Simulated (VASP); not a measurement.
Input of a VASP 6.6.1 run:

The input INCAR:

```
SYSTEM = InWSe3
PREC = Accurate
ENCUT = 520
EDIFF = 1E-6
ISMEAR = 0
SIGMA = 0.1
LREAL = .FALSE.
LASPH = .TRUE.
NELM = 60
ALGO = Normal
ISIF = 2
LWAVE = .FALSE.
LCHARG = .TRUE.
GGA = PE
LELF = .TRUE.
LVHAR = .TRUE.
NBANDS = 56
```

The input KPOINTS:

```
Automatic mesh
0
G
  6 6 8
  0 0 0
```

Contents of POSCAR:

```
InWSe3
1.0
    7.1672242589      0.0000000000      0.0000000000
   -3.5836121294      6.2069982828      0.0000000000
    0.0000000000      0.0000000000      5.7262227072
In W Se
2 2 6
Direct
    0.3333333333      0.6666666667      0.7500000000
    0.6666666667      0.3333333333      0.2500000000
    0.0000000000      0.0000000000      0.0000000000
    0.0000000000      0.0000000000      0.5000000000
    0.1709440549      0.8290559451      0.2500000000
    0.3418881097      0.1709440549      0.7500000000
    0.1709440549      0.3418881097      0.2500000000
    0.8290559451      0.1709440549      0.7500000000
    0.6581118903      0.8290559451      0.2500000000
    0.8290559451      0.6581118903      0.7500000000
```

Potentials or basis: VASP PAW PBE potentials, release 64 (In_d, W_sv, Se).

The run is started by

```console
$ cat potpaw_PBE.64/In_d/POTCAR potpaw_PBE.64/W_sv/POTCAR potpaw_PBE.64/Se/POTCAR > POTCAR
$ mpirun -np 1 vasp_std > vasp.out
```

(1) What does it give for the pressure?

(2) What does it give for the largest force?

(3) Estimate the band gap on the k mesh.

## Answers

(1) 0.1 GPa.

(2) 0.025 eV/Å.

(3) zero (band 45 reaches 5.40 eV, above the bottom of band 46 at 4.31 eV).

Caveat: spin-orbit coupling is left out, which moves the levels of the heavy elements.
